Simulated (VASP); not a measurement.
Write the native input for VASP 6.6.1 that does the following.

* Task: single point
* Functional: PBE
* Potentials or basis: VASP PAW PBE potentials, release 64 (Fe_sv, O)
* Cutoff: 700 eV
* k mesh: 9 × 9 × 9
* Occupations: fermi-dirac, width 0.05 eV
* Spin: collinear spin, ferromagnetic start
* Starting moments: [1.5, 0.0] μB
* Fixed moment: 1.5 μB
* Dipole correction: no
* Further INCAR settings: ALGO = Normal; EDIFF = 1e-06; NBANDS = 22

The structure of FeO lies in POSCAR:

```
FeO
1.0
    0.0000000000      2.1554000000      2.1554000000
    2.1554000000      0.0000000000      2.1554000000
    2.1554000000      2.1554000000      0.0000000000
Fe O
1 1
Direct
    0.0000000000      0.0000000000      0.0000000000
    0.5000000000      0.5000000000      0.5000000000
```

The input as run:

INCAR

```
PREC = Accurate
ENCUT = 700
EDIFF = 1E-6
ISMEAR = -1
SIGMA = 0.05
LREAL = F
LASPH = T
NELM = 200
ALGO = Normal
ISIF = 2
LWAVE = F
LCHARG = F
ISPIN = 2
MAGMOM = 1.5 0
LORBIT = 11
NUPDOWN = 1.5
LMAXMIX = 4
GGA = PE
NBANDS = 22
GGA_COMPAT = F
```

KPOINTS

```
regular mesh
0
Gamma
  9 9 9
```

Potentials or basis: VASP PAW PBE potentials, release 64 (Fe_sv, O).

Launch:

```sh
$ cat potpaw_PBE.64/Fe_sv/POTCAR potpaw_PBE.64/O/POTCAR > POTCAR
$ mpirun -np 1 vasp_std > vasp.out
```

It gave:

* Pressure: -22.8 GPa
* Net moment: 1.50 μB per cell
* Site moments: Fe +1.46; O -0.03 μB
* Valence electrons inside the program's atomic spheres: Fe 13.70; O 4.93

Caveat: the cell stands under tension; the total moment is fixed, so each spin has its own Fermi level and the state may be an excited one; a cell with one magnetic atom can't hold antiferromagnetic order, which such compounds often take.

It took 88 s on 1 thread of Intel(R) Xeon(R) Platinum 8259CL CPU @ 2.50GHz (Skylake/Cascade Lake) (shared host), peak memory 0.19 GiB.
